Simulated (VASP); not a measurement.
# Ga (Cmcm) in VASP: notebook

The runs below take Ga through single point, with LDA.

All numbers are computed with VASP 6.6.1; they aren't measurements. Logs are shortened: lines on timing, memory, paths and dates and some standing lists are left out, and cuts for length are marked.

**1. The cell of the first run**

It takes space group Cmcm (No. 63, orthorhombic). The conventional cell has a = 7.370 Å, b = 4.493 Å, c = 4.333 Å, α = 90.00°, β = 90.00°, γ = 90.00°. Within 3.2 Å of Ga (site symmetry m) lie 7 Ga at 2.39 to 2.66 Å.

**2. Single point, LDA**

File INCAR:

```
PREC     = Accurate       # precision mode
ENCUT    = 520            # plane-wave cutoff, eV
EDIFF    = 1E-6           # SCF threshold, eV
ISMEAR   = -1             # smearing method
SIGMA    = 0.05           # smearing width, eV
LREAL    = False          # projectors in reciprocal space
LASPH    = True           # aspherical terms in the spheres
NELM     = 80             # most SCF steps
ALGO     = Normal         # electronic algorithm
ISIF     = 2              # what is computed and relaxed
LWAVE    = False          # write WAVECAR
LCHARG   = False          # write CHGCAR
GGA      = CA             # functional
NBANDS   = 34             # bands
```

File KPOINTS:

```
regular mesh
0
Gamma
  6 6 5
```

File POSCAR:

```
Ga
1.0
    3.6852314650     -2.2463365669      0.0000000000
    3.6852314650      2.2463365669      0.0000000000
    0.0000000000      0.0000000000      4.3333615924
Ga
4
Direct
    0.9903150000      0.3344500000      0.2500000000
    0.3344500000      0.9903150000      0.7500000000
    0.0096850000      0.6655500000      0.7500000000
    0.6655500000      0.0096850000      0.2500000000
```

Potentials or basis: VASP PAW LDA potentials, release 64 (Ga_d).

Launch:

```bash
cat potpaw_LDA.64/Ga_d/POTCAR > POTCAR
mpirun -np 1 vasp_std > vasp.out
```

OUTCAR:

```text
PREC = Accurate
   ENCUT = 520
   EDIFF = 1E-6
   ISMEAR = -1
   LREAL = False
   LASPH = True
   NELM = 80
   ISIF = 2
   GGA = CA

 ion  position               nearest neighbor table
   1  0.990  0.334  0.250-   4 2.39   4 2.59   4 2.59   3 2.62   3 2.62   2 2.66   2 2.66
   2  0.334  0.990  0.750-   3 2.39   3 2.59   3 2.59   4 2.62   4 2.62   1 2.66   1 2.66
   3  0.010  0.666  0.750-   2 2.39   2 2.59   2 2.59   1 2.62   1 2.62   4 2.66   4 2.66
   4  0.666  0.010  0.250-   1 2.39   1 2.59   1 2.59   2 2.62   2 2.62   3 2.66   3 2.66

  LATTYP: Found a base centered orthorhombic cell.
 ALAT       =     4.4926731338
 B/A-ratio  =     1.6405517852
 C/A-ratio  =     0.9645396990

  Lattice vectors:

 A1 = (  -3.6852314650,  -2.2463365669,   0.0000000000)
 A2 = (   3.6852314650,  -2.2463365669,   0.0000000000)
 A3 = (   0.0000000000,   0.0000000000,   4.3333615924)

Analysis of symmetry for initial positions (statically):
=====================================================================
 Subroutine PRICEL returns:
 Original cell was already a primitive cell.

 Routine SETGRP: Setting up the symmetry group for a
 base centered orthorhombic supercell.

 Subroutine GETGRP returns: Found  8 space group operations
 (whereof  4 operations were pure point group operations)
 out of a pool of  8 trial point group operations.

The static configuration has the point symmetry C_2h.
 The point group associated with its full space group is D_2h.

Analysis of symmetry for dynamics (positions and initial velocities):
=====================================================================
 Subroutine PRICEL returns:
 Original cell was already a primitive cell.

 Routine SETGRP: Setting up the symmetry group for a
 base centered orthorhombic supercell.

 Subroutine GETGRP returns: Found  8 space group operations
 (whereof  4 operations were pure point group operations)
 out of a pool of  8 trial point group operations.

The dynamic configuration has the point symmetry C_2h.
 The point group associated with its full space group is D_2h.

 Subroutine INISYM returns: Found  8 space group operations
 (whereof  4 operations are pure point group operations),
 and found     1 'primitive' translations

----------------------------------------------------------------------------------------

                                     Primitive cell

  volume of cell :      71.7455

  direct lattice vectors                    reciprocal lattice vectors
     3.685231465 -2.246336567  0.000000000     0.135676688 -0.222584633  0.000000000
     3.685231465  2.246336567  0.000000000     0.135676688  0.222584633  0.000000000
     0.000000000  0.000000000  4.333361592     0.000000000  0.000000000  0.230767726

  length of vectors
     4.315896074  4.315896074  4.333361592     0.260676202  0.260676202  0.230767726

  position of ions in fractional coordinates (direct lattice)
     0.990315000  0.334450000  0.250000000
     0.334450000  0.990315000  0.750000000
     0.009685000  0.665550000  0.750000000
     0.665550000  0.009685000  0.250000000

  ion indices of the primitive-cell ions
   primitive index   ion index
                 1           1
                 2           2
                 3           3
                 4           4

----------------------------------------------------------------------------------------

 KPOINTS: regular mesh

Automatic generation of k-mesh.
 Grid dimensions read from file:
 generate k-points for:    6    6    5

 Generating k-lattice:

  Cartesian coordinates                     Fractional coordinates (reciprocal lattice)
     0.022612781 -0.037097439  0.000000000     0.166666667  0.000000000  0.000000000
     0.022612781  0.037097439  0.000000000     0.000000000  0.166666667  0.000000000
     0.000000000  0.000000000  0.046153545     0.000000000  0.000000000  0.200000000

  Length of vectors
     0.043446034  0.043446034  0.046153545

  Shift w.r.t. Gamma in fractional coordinates (k-lattice)
     0.000000000  0.000000000  0.000000000

 Subroutine IBZKPT returns following result:
 ===========================================

 Found     39 irreducible k-points:

 Following reciprocal coordinates:
            Coordinates               Weight
  0.000000  0.000000  0.000000      1.000000
  0.166667 -0.000000  0.000000      4.000000
  0.333333 -0.000000  0.000000      4.000000
  0.500000 -0.000000  0.000000      2.000000
  0.166667  0.166667  0.000000      2.000000
  0.333333  0.166667  0.000000      4.000000
[... 16 lines left out ...]
  0.333333  0.333333  0.200000      4.000000
  0.500000  0.333333  0.200000      8.000000
 [... further k-points ...]
   k-points           NKPTS =     39   k-points in BZ     NKDIM =     39   number of bands    NBANDS=     34
   number of dos      NEDOS =    301   number of ions     NIONS =      4
   total plane-waves  NPLWV =  32768
   dimension x,y,z NGX =    32 NGY =   32 NGZ =   32
   dimension x,y,z NGXF=    64 NGYF=   64 NGZF=   64
   ions per type =               4
   NGX,Y,Z   is equivalent  to a cutoff of  12.33, 12.33, 12.28 a.u.
   NGXF,Y,Z  is equivalent  to a cutoff of  24.65, 24.65, 24.55 a.u.
 SYSTEM =  unknown system
   PREC   = accura    normal or accurate (medium, high low for compatibility)
   ISTART =      0    job   : 0-new  1-cont  2-samecut
   ICHARG =      2    charge: 1-file 2-atom 10-const
   ISPIN  =      1    spin polarized calculation?
   LNONCOLLINEAR =      F non collinear calculations
   LSORBIT =      F    spin-orbit coupling
   LASPH  =      T    aspherical Exc in radial PAW
   ENCUT  =  520.0 eV  38.22 Ry    6.18 a.u.   8.02  8.02  8.06*2*pi/ulx,y,z
   NELM   =     80;   NELMIN=  2; NELMDL= -5     # of ELM steps
   EDIFF  = 0.1E-05   stopping-criterion for ELM
   LREAL  =      F    real-space projection
   EDIFFG = 0.1E-04   stopping-criterion for IOM
   NSW    =      0    number of steps for IOM
   IBRION =     -1    ionic relax: 0-MD 1-quasi-New 2-CG
   NFREE  =      0    steps in history (QN), initial steepest desc. (CG)
   ISIF   =      2    stress and relaxation
   ISYM   =      2    0-nonsym 1-usesym 2-fastsym
   POTIM  = 0.5000    time-step for ionic-motion
   TEBEG  =    0.0;   TEEND  =   0.0 temperature during run
   PSTRESS=    0.0 pullay stress
   NELECT =      52.0000    total number of electrons
   NUPDOWN=      -1.0000    fix difference up-down
   EMIN   =  10.00;   EMAX   =-10.00  energy-range for DOS
   EFERMI =   0.00;   METHOD = LEGACY
   ISMEAR =    -1;   SIGMA  =   0.05  broadening in eV -4-tet -1-fermi 0-gaus
   EFERMI_NEDOS =   21; number of points for ismear=-14 and -15
   IALGO  =     38    algorithm
   IMIX   =      4    mixing-type and parameters
     AMIX     =   0.40;   BMIX     =  1.00
     AMIX_MAG =   1.60;   BMIX_MAG =  1.00
  volume/ion in A,a.u.               =      17.94       121.04
  Fermi-wavevector in a.u.,A,eV,Ry     =   1.470543  2.778924 29.422560  2.162497
  Thomas-Fermi vector in A             =   2.585787
   LORBIT       =      0    0 simple, 1 ext, 2 COOP (PROOUT), +10 PAW based schemes
   GGA     = CA    functional components
   LHFCALC =     F    Hartree Fock is set to
   AEXX    =    0.0000 exact exchange contribution
   IVDW    =     0    specifies the selected vdW correction
   LEPSILON=     F    determine dielectric tensor
   LRPA    =     F    only Hartree local field effects (RPA)
 non-spin polarized calculation
  energy-cutoff  :      520.00
  volume of cell :       71.75
 maximum number of plane-waves:      1980
   NGX = 17   NGY = 17   NGZ = 17

 number of electron      52.0000010 magnetization

 Free energy of the ion-electron system (eV)
  ---------------------------------------------------
  ext. energy  EPLUGINS =         0.00000000
  ---------------------------------------------------
  free energy    TOTEN  =       -14.30405443 eV

  energy without entropy =      -14.29720020  energy(sigma->0) =      -14.30062731

 E-fermi :   5.6539     XC(G=0): -11.3627

 val. band max:        5.6521899503   @ k =   0.5000   0.5000   0.4000
 cond. band min:       5.6551468881   @ k =   0.1667  -0.0000   0.2000
 fundamental gap:      0.0029569379
 Fermi energy:         5.6538914708

 k-point     1 :       0.0000    0.0000    0.0000
  band No.  band energies     occupation
      1      -9.8868      2.00000
      2      -9.8477      2.00000
      3      -9.8282      2.00000
      4      -9.7650      2.00000
      5      -9.6822      2.00000
      6      -9.6669      2.00000
[... 26 lines left out ...]
     33      12.3857      0.00000
     34      12.5822      0.00000

 k-point     2 :       0.1667   -0.0000    0.0000
  band No.  band energies     occupation
      1      -9.8735      2.00000
      2      -9.8422      2.00000
      3      -9.8310      2.00000
      4      -9.7921      2.00000
      5      -9.7396      2.00000
      6      -9.7163      2.00000
[... 26 lines left out ...]
     33      12.2284      0.00000
     34      13.1405      0.00000

 k-point     3 :       0.3333   -0.0000    0.0000
  band No.  band energies     occupation
      1      -9.8738      2.00000
      2      -9.8400      2.00000
      3      -9.8326      2.00000
      4      -9.8060      2.00000
      5      -9.7827      2.00000
      6      -9.7290      2.00000
[... 26 lines left out ...]
     33      12.0792      0.00000
     34      12.3370      0.00000

 k-point     4 :       0.5000   -0.0000    0.0000
  band No.  band energies     occupation
      1      -9.8886      2.00000
      2      -9.8492      2.00000
      3      -9.8313      2.00000
      4      -9.8167      2.00000
      5      -9.7295      2.00000
      6      -9.7180      2.00000
[... 26 lines left out ...]
     33      12.4380      0.00000
     34      13.1312      0.00000

 k-point     5 :       0.1667    0.1667    0.0000
  band No.  band energies     occupation
      1      -9.8603      2.00000
      2      -9.8568      2.00000
      3      -9.8246      2.00000
      4      -9.8092      2.00000
      5      -9.7291      2.00000
      6      -9.7153      2.00000
[... 621 lines left out ...]
 k-point    22 :      -0.1667    0.1667    0.2000
  band No.  band energies     occupation
      1      -9.9013      2.00000
      2      -9.8517      2.00000
      3      -9.7989      2.00000
      4      -9.7781      2.00000
      5      -9.7531      2.00000
      6      -9.7280      2.00000
[... 26 lines left out ...]
     33      12.1265      0.00000
     34      13.2352      0.00000

 k-point    23 :       0.3333    0.3333    0.2000
  band No.  band energies     occupation
      1      -9.9018      2.00000
      2      -9.8856      2.00000
      3      -9.8035      2.00000
      4      -9.7882      2.00000
      5      -9.7560      2.00000
      6      -9.7396      2.00000
[... 26 lines left out ...]
     33      13.9361      0.00000
     34      14.0404      0.00000

 k-point    24 :       0.5000    0.3333    0.2000
  band No.  band energies     occupation
      1      -9.9321      2.00000
      2      -9.8800      2.00000
      3      -9.8438      2.00000
      4      -9.7760      2.00000
      5      -9.7508      2.00000
      6      -9.7340      2.00000
[... 26 lines left out ...]
     33      14.0534      0.00000
     34      14.7160      0.00000

 [... further k-points ...]
[... 5 lines left out ...]
  --------------------------------------------------------------------------------------
  -------------------------------------------------------------------------------------
  Total        2.6016672      1.4429104      2.4752170      0.0000000      0.0000000      0.0000000
  in kB       58.0988863     32.2222178     55.2750752      0.0000000      0.0000000      0.0000000
  external PRESSURE =      48.5320598 kB  Pullay stress =       0.0000000 kB

 VOLUME and BASIS-vectors are now :
 -----------------------------------------------------------------------------
  energy-cutoff  :      520.00
  volume of cell :       71.75
      direct lattice vectors                 reciprocal lattice vectors
     3.685231465 -2.246336567  0.000000000     0.135676688 -0.222584633  0.000000000
     3.685231465  2.246336567  0.000000000     0.135676688  0.222584633  0.000000000
     0.000000000  0.000000000  4.333361592     0.000000000  0.000000000  0.230767726

 POSITION                                       TOTAL-FORCE (eV/Angst)
 -----------------------------------------------------------------------------------
      4.88207     -1.47329      1.08334         0.037064      0.072614      0.000000
      4.88207      1.47329      3.25002         0.037064     -0.072614      0.000000
      2.48840      1.47329      3.25002        -0.037064     -0.072614      0.000000
      2.48840     -1.47329      1.08334        -0.037064      0.072614      0.000000
 -----------------------------------------------------------------------------------
    total drift:                               -0.000000     -0.000000      0.000000

  FREE ENERGIE OF THE ION-ELECTRON SYSTEM (eV)
  ---------------------------------------------------
  free  energy   TOTEN  =       -14.3040544285 eV

  energy  without entropy=      -14.2972001952  energy(sigma->0) =      -14.30062731
```

It took 69 s on 1 thread of Intel Xeon Platinum 8259CL at 2.50GHz (Skylake/Cascade Lake), shared host; peak memory 0.19 GiB.

What came out:

| Quantity | Value |
| --- | --- |
| Free energy | -14.3041 eV |
| Pressure | 4.9 GPa |
| Largest force | 0.082 eV/Å |
| Band gap on the k mesh | zero (bands 26 and 27 overlap by 0.73 eV) |

Forces on the atoms (eV/Å):
```
Ga   0.037  0.073  0.000
Ga   0.037 -0.073  0.000
Ga  -0.037 -0.073  0.000
Ga  -0.037  0.073  0.000
```

Stress tensor (GPa, compression positive):
```
5.81 0.00 0.00
0.00 3.22 0.00
0.00 0.00 5.53
```

Levels at points of the mesh, in eV from the Fermi level:
```tsv
k point	band 24	band 25	band 26	band 27	band 28	band 29
(0.00, 0.00, 0.00)	-2.65	-2.28	-1.28	0.95	1.08	2.36
(0.50, 0.00, 0.00)	-3.11	-1.53	-0.45	-0.28	-0.14	4.01
(0.50, 0.50, 0.00)	-3.32	-2.01	-1.47	0.39	1.17	3.43
```

Caveat: the cell stands under pressure.

**3. Single point, LDA**

This run uses another cell than the first one, of 18.43 Å³/atom.

File INCAR:

```
  PREC = Accurate
  ENCUT = 520
  EDIFF = 1E-7
  ISMEAR = -1
  SIGMA = 0.05
  LREAL = F
  LASPH = T
  NELM = 60
  ALGO = Normal
  ISIF = 2
  LWAVE = F
  LCHARG = F
  GGA = CA
  NBANDS = 34
```

KPOINTS is that of step 2.

File POSCAR:

```
Ga
1.0
    3.7190428166     -2.2669463105      0.0000000000
    3.7190428166      2.2669463105      0.0000000000
    0.0000000000      0.0000000000      4.3731194242
Ga
4
Direct
    0.9903150000      0.3344500000      0.2500000000
    0.3344500000      0.9903150000      0.7500000000
    0.0096850000      0.6655500000      0.7500000000
    0.6655500000      0.0096850000      0.2500000000
```

Potentials or basis: VASP PAW LDA potentials, release 64 (Ga_d).

Launch:

```bash
cat potpaw_LDA.64/Ga_d/POTCAR > POTCAR
mpirun -np 1 vasp_std > vasp.out
```

Wall time 1.9 min (1 thread of Intel Xeon Platinum 8259CL at 2.50GHz (Skylake/Cascade Lake), shared host); peak memory 0.2 GiB.

It converged, with:

```yaml
Free_energy: -14.3509 eV
Pressure: 2.7 GPa
Largest_force: 0.060 eV/Å
Band_gap_on_the_k_mesh: zero (bands 26 and 27 overlap by 0.71 eV)
```

Forces on the atoms (eV/Å):
```
Ga   0.032  0.050  0.000
Ga   0.032 -0.050  0.000
Ga  -0.032 -0.050  0.000
Ga  -0.032  0.050  0.000
```

Stress tensor (GPa, compression positive):
```
3.34 0.00 0.00
0.00 1.37 0.00
0.00 0.00 3.32
```

Levels at points of the mesh, in eV from the Fermi level:
```
           k point  band 23  band 24  band 25  band 26  band 27  band 28  band 29  band 30
(0.00, 0.00, 0.00)    -3.61    -2.63    -2.31    -1.24     0.95     1.02     2.36     4.92
(0.50, 0.00, 0.00)    -3.48    -3.14    -1.48    -0.43    -0.30    -0.13     3.89     4.57
(0.50, 0.50, 0.00)    -4.56    -3.21    -1.95    -1.55     0.38     1.17     3.37     3.90
```

**4. Single point, LDA**

This run uses another cell than the first one, of 18.93 Å³/atom.

File INCAR:

```
SYSTEM = Ga
  ALGO = Normal
  EDIFF = 1E-7
  ENCUT = 520
  ISIF = 2
  ISMEAR = -1
  LASPH = .True.
  LCHARG = .False.
  LREAL = .False.
  LWAVE = .False.
  NBANDS = 34
  NELM = 100
  PREC = Accurate
  SIGMA = 0.05
```

File KPOINTS:

```
k-points
0
Gamma
  6 6 5
  0 0 0
```

File POSCAR:

```
Ga
1.0
    3.7522503132     -2.2871879736      0.0000000000
    3.7522503132      2.2871879736      0.0000000000
    0.0000000000      0.0000000000      4.4121671994
Ga
4
Direct
    0.9903150000      0.3344500000      0.2500000000
    0.3344500000      0.9903150000      0.7500000000
    0.0096850000      0.6655500000      0.7500000000
    0.6655500000      0.0096850000      0.2500000000
```

Launch:

```bash
cat potpaw_LDA.64/Ga_d/POTCAR > POTCAR
mpirun -np 1 vasp_std > vasp.out
```

Run time: 87 s. Hardware: 1 thread of Intel Xeon Platinum 8259CL at 2.50GHz (Skylake/Cascade Lake), shared host; peak memory 0.21 GiB.

Results (log left out):

| Quantity | Value |
| --- | --- |
| Free energy | -14.3718 eV |
| Pressure | 0.7 GPa |
| Largest force | 0.042 eV/Å |
| Band gap on the k mesh | zero (bands 26 and 27 overlap by 0.69 eV) |

Forces in eV/Å, atoms in the order of the input:
```
Ga   0.029  0.030  0.000
Ga   0.029 -0.030  0.000
Ga  -0.029 -0.030  0.000
Ga  -0.029  0.030  0.000
```

Stress tensor (GPa, compression positive):
```
 1.15  0.00  0.00
 0.00 -0.31  0.00
 0.00  0.00  1.36
```

Levels at points of the mesh, in eV from the Fermi level:
```tsv
k point	band 22	band 23	band 24	band 25	band 26	band 27	band 28	band 29	band 30	band 31
(0.00, 0.00, 0.00)	-4.13	-3.50	-2.61	-2.34	-1.20	0.96	0.96	2.36	4.77	4.83
(0.50, 0.00, 0.00)	-8.60	-3.43	-3.16	-1.43	-0.40	-0.32	-0.12	3.78	4.40	5.91
(0.50, 0.50, 0.00)	-7.65	-4.56	-3.12	-1.90	-1.63	0.38	1.18	3.32	3.81	5.22
```

(Part 1 of 2 ends here.)
